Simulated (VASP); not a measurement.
# I (Im-3m) in VASP: a series of runs

The runs below take I through single point, with LDA.

Everything below comes from runs of VASP 6.6.1. Logs are shortened: lines on timing, memory, paths and dates and some standing lists are left out, and cuts for length are marked.

**1. The cell of the first run**

The structure is cubic, space group Im-3m (No. 229). Conventional cell: a = 3.544 Å, b = 3.544 Å, c = 3.544 Å, α = 90.00°, β = 90.00°, γ = 90.00°. Within 4.0 Å of I (site symmetry m-3m) lie 14 I at 3.07 to 3.54 Å.

**2. Single point, LDA (22.25 Å³/atom)**

POSCAR

```
I
1.0
   -1.7718803527      1.7718803527      1.7718803527
    1.7718803527     -1.7718803527      1.7718803527
    1.7718803527      1.7718803527     -1.7718803527
I
1
Direct
    0.0000000000      0.0000000000      0.0000000000
```

INCAR.step1

```
ALGO = Normal
EDIFF = 1E-6
ENCUT = 520
GGA = CA
ISIF = 2
ISMEAR = -1
LASPH = True
LCHARG = True
LREAL = False
LWAVE = False
NBANDS = 10
NELM = 80
PREC = Accurate
SIGMA = 0.08
```

KPOINTS.step1

```
k-points
0
Gamma
  13 13 13
```

INCAR.step2

```
ALGO = Normal
EDIFF = 1E-6
ENCUT = 520
GGA = CA
ICHARG = 11
ISIF = 2
ISMEAR = -5
LASPH = True
LCHARG = False
LORBIT = 11
LREAL = False
LWAVE = False
NEDOS = 2001
NELM = 80
PREC = Accurate
SIGMA = 0.08
```

KPOINTS.step2

```
k-points
0
Gamma
  20 20 20
```

Potentials or basis: VASP PAW LDA potentials, release 64 (I).

The run is started by

```sh
$ cat potpaw_LDA.64/I/POTCAR > POTCAR
$ cp INCAR.step1 INCAR
$ cp KPOINTS.step1 KPOINTS
$ mpirun -np 1 vasp_std > vasp.out
$ cp INCAR.step2 INCAR
$ cp KPOINTS.step2 KPOINTS
$ mpirun -np 1 vasp_std > vasp.out
```

OUTCAR:

```text
EDIFF = 1E-6
   ENCUT = 520
   GGA = CA
   ICHARG = 11
   ISIF = 2
   ISMEAR = -5
   LASPH = True
   LORBIT = 11
   LREAL = False
   NELM = 80
   PREC = Accurate

 ion  position               nearest neighbor table
   1  0.000  0.000  0.000-

  LATTYP: Found a body centered cubic cell.
 ALAT       =     3.5437607054

  Lattice vectors:

 A1 = (  -1.7718803527,   1.7718803527,   1.7718803527)
 A2 = (   1.7718803527,  -1.7718803527,   1.7718803527)
 A3 = (   1.7718803527,   1.7718803527,  -1.7718803527)

Analysis of symmetry for initial positions (statically):
=====================================================================
 Subroutine PRICEL returns:
 Original cell was already a primitive cell.

 Routine SETGRP: Setting up the symmetry group for a
 body centered cubic supercell.

 Subroutine GETGRP returns: Found 48 space group operations
 (whereof 48 operations were pure point group operations)
 out of a pool of 48 trial point group operations.

The static configuration has the point symmetry O_h .

Analysis of symmetry for dynamics (positions and initial velocities):
=====================================================================
 Subroutine PRICEL returns:
 Original cell was already a primitive cell.

 Routine SETGRP: Setting up the symmetry group for a
 body centered cubic supercell.

 Subroutine GETGRP returns: Found 48 space group operations
 (whereof 48 operations were pure point group operations)
 out of a pool of 48 trial point group operations.

The dynamic configuration has the point symmetry O_h .

 Subroutine INISYM returns: Found 48 space group operations
 (whereof 48 operations are pure point group operations),
 and found     1 'primitive' translations

----------------------------------------------------------------------------------------

                                     Primitive cell

  volume of cell :      22.2517

  direct lattice vectors                    reciprocal lattice vectors
    -1.771880353  1.771880353  1.771880353     0.000000000  0.282186096  0.282186096
     1.771880353 -1.771880353  1.771880353     0.282186096  0.000000000  0.282186096
     1.771880353  1.771880353 -1.771880353     0.282186096  0.282186096  0.000000000

  length of vectors
     3.068986796  3.068986796  3.068986796     0.399071405  0.399071405  0.399071405

  position of ions in fractional coordinates (direct lattice)
     0.000000000  0.000000000  0.000000000

  ion indices of the primitive-cell ions
   primitive index   ion index
                 1           1

----------------------------------------------------------------------------------------

 KPOINTS: k-points

Automatic generation of k-mesh.
 Grid dimensions read from file:
 generate k-points for:   20   20   20

 Generating k-lattice:

  Cartesian coordinates                     Fractional coordinates (reciprocal lattice)
     0.000000000  0.014109305  0.014109305     0.050000000  0.000000000  0.000000000
     0.014109305  0.000000000  0.014109305     0.000000000  0.050000000  0.000000000
     0.014109305  0.014109305  0.000000000     0.000000000  0.000000000  0.050000000

  Length of vectors
     0.019953570  0.019953570  0.019953570

  Shift w.r.t. Gamma in fractional coordinates (k-lattice)
     0.000000000  0.000000000  0.000000000

 TETIRR: Found   9408 inequivalent tetrahedra from    48000

 Subroutine IBZKPT returns following result:
 ===========================================

 Found    256 irreducible k-points:

 Following reciprocal coordinates:
            Coordinates               Weight
  0.000000  0.000000  0.000000      1.000000
  0.050000  0.000000  0.000000     12.000000
  0.100000  0.000000  0.000000     12.000000
  0.150000  0.000000  0.000000     12.000000
  0.200000  0.000000  0.000000     12.000000
  0.250000  0.000000  0.000000     12.000000
[... 16 lines left out ...]
  0.200000  0.100000 -0.000000     48.000000
  0.250000  0.100000  0.000000     48.000000
 [... further k-points ...]
   k-points           NKPTS =    256   k-points in BZ     NKDIM =    256   number of bands    NBANDS=      7
   number of dos      NEDOS =   2001   number of ions     NIONS =      1
   total plane-waves  NPLWV =  13824
   dimension x,y,z NGX =    24 NGY =   24 NGZ =   24
   dimension x,y,z NGXF=    48 NGYF=   48 NGZF=   48
   ions per type =               1
   NGX,Y,Z   is equivalent  to a cutoff of  13.00, 13.00, 13.00 a.u.
   NGXF,Y,Z  is equivalent  to a cutoff of  26.00, 26.00, 26.00 a.u.
 SYSTEM =  unknown system
   PREC   = accura    normal or accurate (medium, high low for compatibility)
   ISTART =      0    job   : 0-new  1-cont  2-samecut
   ICHARG =     11    charge: 1-file 2-atom 10-const
   ISPIN  =      1    spin polarized calculation?
   LNONCOLLINEAR =      F non collinear calculations
   LSORBIT =      F    spin-orbit coupling
   LASPH  =      T    aspherical Exc in radial PAW
   ENCUT  =  520.0 eV  38.22 Ry    6.18 a.u.   5.71  5.71  5.71*2*pi/ulx,y,z
   NELM   =     80;   NELMIN=  2; NELMDL=  0     # of ELM steps
   EDIFF  = 0.1E-05   stopping-criterion for ELM
   LREAL  =      F    real-space projection
   EDIFFG = 0.1E-04   stopping-criterion for IOM
   NSW    =      0    number of steps for IOM
   IBRION =     -1    ionic relax: 0-MD 1-quasi-New 2-CG
   NFREE  =      0    steps in history (QN), initial steepest desc. (CG)
   ISIF   =      2    stress and relaxation
   ISYM   =      2    0-nonsym 1-usesym 2-fastsym
   POTIM  = 0.5000    time-step for ionic-motion
   TEBEG  =    0.0;   TEEND  =   0.0 temperature during run
   PSTRESS=    0.0 pullay stress
   NELECT =       7.0000    total number of electrons
   NUPDOWN=      -1.0000    fix difference up-down
   EMIN   =  10.00;   EMAX   =-10.00  energy-range for DOS
   EFERMI =   0.00;   METHOD = LEGACY
   ISMEAR =    -5;   SIGMA  =   0.08  broadening in eV -4-tet -1-fermi 0-gaus
   EFERMI_NEDOS =   21; number of points for ismear=-14 and -15
   IALGO  =     38    algorithm
   IMIX   =      4    mixing-type and parameters
     AMIX     =   0.40;   BMIX     =  1.00
     AMIX_MAG =   1.60;   BMIX_MAG =  1.00
  volume/ion in A,a.u.               =      22.25       150.16
  Fermi-wavevector in a.u.,A,eV,Ry     =   1.113405  2.104030 16.866740  1.239670
  Thomas-Fermi vector in A             =   2.249989
   LORBIT       =     11    0 simple, 1 ext, 2 COOP (PROOUT), +10 PAW based schemes
   GGA     = CA    functional components
   LHFCALC =     F    Hartree Fock is set to
   AEXX    =    0.0000 exact exchange contribution
   IVDW    =     0    specifies the selected vdW correction
   LEPSILON=     F    determine dielectric tensor
   LRPA    =     F    only Hartree local field effects (RPA)
 non-spin polarized calculation
 Fermi weights with tetrahedron method with Bloechl corrections
  energy-cutoff  :      520.00
  volume of cell :       22.25
 maximum number of plane-waves:       616

 number of electron       7.0000001 magnetization

 Free energy of the ion-electron system (eV)
  ---------------------------------------------------
  ext. energy  EPLUGINS =         0.00000000
  ---------------------------------------------------
  free energy    TOTEN  =        -1.01380350 eV

  energy without entropy =       -1.01380350  energy(sigma->0) =       -1.01380350

 E-fermi :  11.7318     XC(G=0): -11.4138

 val. band max:       11.7430671173   @ k =   0.1000   0.1000   0.1000
 cond. band min:      11.6855675013   @ k =  -0.1500   0.1500   0.1500
 fundamental gap:     -0.0574996160
 Fermi energy:        11.7318429645

 k-point     1 :       0.0000    0.0000    0.0000
  band No.  band energies     occupation
      1      -5.9595      2.00000
      2      13.8952      0.00000
      3      13.8952      0.00000
      4      13.8952      0.00000
      5      21.5605      0.00000
      6      21.5605      0.00000
      7      21.5605      0.00000

 k-point     2 :       0.0500    0.0000    0.0000
  band No.  band energies     occupation
      1      -5.9040      2.00000
      2      13.4975     -0.00032
      3      13.7439      0.00000
      4      13.8644      0.00000
      5      21.1880      0.00000
      6      21.2578      0.00000
      7      21.7989      0.00000

 k-point     3 :       0.1000    0.0000    0.0000
  band No.  band energies     occupation
      1      -5.7383      2.00000
      2      12.4737     -0.07506
      3      13.3443      0.00000
      4      13.7740      0.00000
      5      20.4424      0.00000
      6      20.5131      0.00000
      7      22.4615      0.00000

 k-point     4 :       0.1500    0.0000    0.0000
  band No.  band energies     occupation
      1      -5.4642      2.00000
      2      11.1142      1.98450
      3      12.8073      0.00000
      4      13.6306      0.00000
      5      19.5620      0.00000
      6      19.8403      0.00000
      7      22.4595      0.00000

 k-point     5 :       0.2000    0.0000    0.0000
  band No.  band energies     occupation
      1      -5.0859      2.00000
      2       9.6216      2.00000
      3      12.2300     -0.11969
      4      13.4474      0.00000
      5      18.7828      0.00000
      6      19.2356      0.00000
      7      22.4374      0.00000
[... 161 lines left out ...]
 k-point    22 :       0.1500    0.1000   -0.0000
  band No.  band energies     occupation
      1      -4.9256      2.00000
      2       9.3569      2.00000
      3      11.7155      1.05840
      4      12.9634      0.00000
      5      19.1049      0.00000
      6      19.6491      0.00000
      7      22.0424      0.00000

 k-point    23 :       0.2000    0.1000   -0.0000
  band No.  band energies     occupation
      1      -4.4546      2.00000
      2       8.0198      2.00000
      3      11.0175      2.06204
      4      12.7007     -0.00742
      5      18.5963      0.00000
      6      19.4655      0.00000
      7      22.0046      0.00000

 k-point    24 :       0.2500    0.1000    0.0000
  band No.  band energies     occupation
      1      -3.9026      2.00000
      2       6.6773      2.00000
      3      10.4307      2.00018
      4      12.4538     -0.03318
      5      18.1520      0.00000
      6      19.2998      0.00000
      7      22.1560      0.00000

 [... further k-points ...]

------------------------ aborting loop because EDIFF is reached ----------------------------------------

  FORCE on cell =-STRESS in cart. coord.  units (eV):
  Direction    XX          YY          ZZ          XY          YZ          ZX
  --------------------------------------------------------------------------------------
  -------------------------------------------------------------------------------------
  Total        4.4942183      4.4942183      4.4942183      0.0000000     -0.0000000      0.0000000
  in kB      323.5948338    323.5948338    323.5948338      0.0000000     -0.0000000      0.0000000
  external PRESSURE =     323.5948338 kB  Pullay stress =       0.0000000 kB

 VOLUME and BASIS-vectors are now :
 -----------------------------------------------------------------------------
  energy-cutoff  :      520.00
  volume of cell :       22.25
      direct lattice vectors                 reciprocal lattice vectors
    -1.771880353  1.771880353  1.771880353     0.000000000  0.282186096  0.282186096
     1.771880353 -1.771880353  1.771880353     0.282186096  0.000000000  0.282186096
     1.771880353  1.771880353 -1.771880353     0.282186096  0.282186096  0.000000000

 POSITION                                       TOTAL-FORCE (eV/Angst)
 -----------------------------------------------------------------------------------
      0.00000      0.00000      0.00000        -0.000000      0.000000      0.000000
 -----------------------------------------------------------------------------------
    total drift:                                0.000000     -0.000000     -0.000000

  FREE ENERGIE OF THE ION-ELECTRON SYSTEM (eV)
  ---------------------------------------------------
  free  energy   TOTEN  =        -1.0138034970 eV

  energy  without entropy=       -1.0138034970  energy(sigma->0) =       -1.01380350

 total charge

# of ion       s       p       d       tot
------------------------------------------
    1        1.575   2.660   0.103   4.339
```

It took 36 s on 1 thread of Intel Xeon 8259CL, shared host; peak memory 0.17 GiB.

Results:

- Valence electrons inside the program's atomic spheres: I 4.34

Caveat: spin-orbit coupling is left out, which moves the levels of the heavy elements; an odd number of electrons without spin polarisation forces a metal; a magnetic or distorted state may lie lower; tetrahedron occupations give inexact forces and stress in metals.

[end of part 1 of 2]
